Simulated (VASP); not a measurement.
Input of a VASP 6.6.1 run:

INCAR

```
ALGO = Normal
EDIFF = 1E-7
ENCUT = 520
GGA = PE
ISIF = 2
ISMEAR = 0
IVDW = 12
LASPH = True
LCHARG = False
LREAL = False
LWAVE = False
NBANDS = 36
NELM = 100
PREC = Accurate
SIGMA = 0.15
```

KPOINTS

```
k-points
0
Gamma
  18 18 2
```

POSCAR

```
C
1.0
    2.4648840281      0.0000000000      0.0215677352
   -1.2324420141      2.1346521857     -0.0107838676
    0.1803033292      0.0000000000     20.6060947640
C
12
Direct
    0.6666666667      0.3333333333      0.9519899901
    0.6666666667      0.3333333333      0.4520101828
    0.6666666667      0.3333333333      0.7793231472
    0.6666666667      0.3333333333      0.2793433400
    0.0000000000      0.0000000000      0.6156666650
    0.3333333333      0.6666666667      0.2793231472
    0.0000000000      0.0000000000      0.1156666650
    0.6666666667      0.3333333333      0.6156666650
    0.3333333333      0.6666666667      0.7793433400
    0.3333333333      0.6666666667      0.1156666650
    0.3333333333      0.6666666667      0.4519899901
    0.3333333333      0.6666666667      0.9520101828
```

Potentials or basis: VASP PAW PBE potentials, release 64 (C).

Run with:

```console
$ cat potpaw_PBE.64/C/POTCAR > POTCAR
$ mpirun -np 1 vasp_std > vasp.out
```

Task: What does it give for the pressure?

Result: 0.4 GPa.

Task: Estimate the dispersion energy per atom.

Result: -0.152 eV.

Forces in eV/Å, atoms in the order of the input:
```
C    0.002  0.000  0.000
C    0.002  0.001  0.000
C   -0.002  0.001  0.000
C   -0.002  0.000  0.000
C    0.000  0.000  0.000
C   -0.002 -0.001  0.000
C    0.000  0.000  0.000
C    0.000 -0.001  0.000
C   -0.002  0.000  0.000
C    0.000  0.001  0.000
C    0.002  0.000  0.000
C    0.002 -0.001  0.000
```

Caveat: the cell differs from its parent crystal (strain +0.0175 x Voigt [0, 0, 0, 0, 1, 0]).
